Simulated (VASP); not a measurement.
Input of a VASP 6.6.1 run:

File INCAR:

```
ALGO = Normal
EDIFF = 1E-6
ENCUT = 520
GGA = PS
ISIF = 2
ISMEAR = 0
ISPIN = 2
LASPH = True
LCHARG = True
LELF = True
LMAXMIX = 4
LORBIT = 11
LREAL = False
LVHAR = True
LWAVE = False
MAGMOM = 2.45 0.35
NBANDS = 18
NELM = 150
PREC = Accurate
SIGMA = 0.05
```

KPOINTS

```
k-points
0
Gamma
  12 12 12
```

The input POSCAR:

```
CoO
1.0
    0.0000000000      2.1315000000      2.1315000000
    2.1315000000      0.0000000000      2.1315000000
    2.1315000000      2.1315000000      0.0000000000
Co O
1 1
Direct
    0.0000000000      0.0000000000      0.0000000000
    0.5000000000      0.5000000000      0.5000000000
```

Potentials or basis: VASP PAW PBE potentials, release 64 (Co, O).

Launch:

```bash
$ cat potpaw_PBE.64/Co/POTCAR potpaw_PBE.64/O/POTCAR > POTCAR
$ mpirun -np 1 vasp_std > vasp.out
```

Task: Predict the net moment.

Result: 2.97 μB per cell.

Task: Predict the band gap on the k mesh.

Result: Zero (filled and empty bands overlap).

Task: Predict the pressure.

Result: -11.3 GPa.

Caveat: the PAW data sets were made with another functional, which shifts forces and pressure a little; a cell with one magnetic atom can't hold antiferromagnetic order, which such compounds often take; semilocal functionals often make such compounds metallic where correlation or magnetic order opens a gap, which also shifts bond lengths. With open d or f shells a metallic result of PBEsol can be an artefact of self-interaction; +U or a hybrid may open a gap.
